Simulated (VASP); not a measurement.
Here is a VASP 6.6.1 calculation.

Contents of POSCAR:

```
Si
1.0
    0.0000000000      2.7425211314      2.7425211314
    2.7221053413      0.0204157901      2.7221053413
    2.7221053413      2.7221053413      0.0204157901
Si
2
Direct
    0.5000000000      0.5000000000      0.5000000000
    0.7500000000      0.7500000000      0.7500000000
```

The input INCAR.step1:

```
SYSTEM = Si
ALGO = Normal ; EDIFF = 1E-4
ENCUT = 520 ; GGA = PE
ISMEAR = 0 ; LASPH = .True.
LCHARG = .False. ; LREAL = .False.
LWAVE = .True. ; NBANDS = 11
NELM = 60 ; PREC = Accurate
SIGMA = 0.05
```

Contents of INCAR.step2:

```
SYSTEM = Si
ALGO = Normal ; EDIFF = 1E-6
ENCUT = 520 ; ISIF = 2
ISMEAR = 0 ; ISTART = 1
LASPH = .True. ; LCHARG = .True.
LELF = .True. ; LMIXTAU = .True.
LREAL = .False. ; LVHAR = .True.
LWAVE = .False. ; METAGGA = R2SCAN
NBANDS = 11 ; NELM = 60
PREC = Accurate ; SIGMA = 0.05
```

KPOINTS

```
k-points
0
Gamma
  8 8 8
  0 0 0
```

Potentials or basis: VASP PAW PBE potentials, release 64 (Si).

The run is started by

```console
$ cat potpaw_PBE.64/Si/POTCAR > POTCAR
$ cp INCAR.step1 INCAR
$ mpirun -np 1 vasp_std > vasp.out
$ cp INCAR.step2 INCAR
$ mpirun -np 1 vasp_std > vasp.out
```

(1) Estimate the pressure.

(2) Estimate the largest force.

## Answers

(1) -0.2 GPa.

(2) 0.141 eV/Å.

Caveat: the cell differs from its parent crystal (strain +0.0150 x Voigt [0, 0, 0, 1, 0, 0]); the PAW data sets were made with another functional, which shifts forces and pressure a little.
